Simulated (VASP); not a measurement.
Au, 11 atoms in the cell. The cell holds a slab with vacuum, 11 atoms: a = 4.082 Å, b = 2.887 Å, c = 30.433 Å, α = 90.00°, β = 90.00°, γ = 90.00°. 

- Program: VASP 6.6.1
- Task: single point
- Functional: PBEsol
- Potentials or basis: VASP PAW PBE potentials, release 64 (Au)
- Cutoff: 520 eV
- k mesh: 8 × 11 × 1
- Occupations: methfessel-paxton, width 0.1 eV
- Spin: no spin polarisation
- Dipole correction: yes
- Further INCAR settings: ALGO = Normal; EDIFF = 1e-06; NBANDS = 72

Potentials or basis: VASP PAW PBE potentials, release 64 (Au).

The run is started by

```bash
$ cat potpaw_PBE.64/Au/POTCAR > POTCAR
$ mpirun -np 1 vasp_std > vasp.out
```

Hardware: 1 thread of Oxide Virtual Turin-like Processor, with other jobs on the host.

Question: How long does it take, and how much memory?

Answer: Run time: 32 min on 1 thread of Oxide Virtual Turin-like Processor (shared host), peak memory 0.71 GiB. Counts: scf iterations 25, k points 30.
